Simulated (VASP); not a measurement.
BeSe: single point with PBE

The system is BeSe.

```
CELL_PARAMETERS angstrom
0.00000 4.85294 4.85294
4.85294 0.00000 4.85294
4.85294 4.85294 0.00000
ATOMIC_POSITIONS crystal
Be 0.25000 0.25000 0.25000
Be 0.33703 0.88766 0.88766
Be 0.88766 0.33703 0.88766
Be 0.88766 0.88766 0.33703
Be 0.88766 0.88766 0.88766
Se 0.12094 0.12094 0.12094
Se 0.12094 0.63718 0.12094
Se 0.12094 0.12094 0.63718
Se 0.63718 0.12094 0.12094
Se 0.75000 0.75000 0.75000
```

```json
{"Program": "VASP 6.6.1", "Task": "single point", "Functional": "PBE", "Potentials or basis": "VASP PAW PBE potentials, release 64 (Be, Se)", "Cutoff": "600 eV", "k mesh": "4 × 4 × 4", "Occupations": "gaussian, width 0.02 eV", "Spin": "no spin polarisation"}
```

```
Pressure               : 0.2 GPa
Largest force          : 0.010 eV/Å
Band gap on the k mesh : 2.56 eV, direct
```

Forces on the atoms (eV/Å):
```
Be   0.000  0.000  0.000
Be   0.000  0.000  0.000
Be   0.000  0.000  0.000
Be   0.000  0.000  0.000
Be   0.000  0.000  0.000
Se   0.006  0.006  0.006
Se  -0.006  0.006 -0.006
Se  -0.006 -0.006  0.006
Se   0.006 -0.006 -0.006
Se   0.000  0.000  0.000
```

Levels at points of the mesh, in eV from the valence-band top:
```tsv
k point	band 18	band 19	band 20	band 21	band 22	band 23
(0.00, 0.00, 0.00)	0.00	0.00	0.00	2.56	4.16	4.16
(0.50, 0.00, 0.00)	-0.34	-0.34	-0.33	3.21	3.84	4.81
(0.50, 0.50, 0.00)	-1.41	-0.37	-0.37	4.27	4.44	4.44
```

It took 61 s on 1 thread of Intel(R) Xeon(R) 6975P-C (Granite Rapids), on a shared host, peak memory 0.43 GiB.
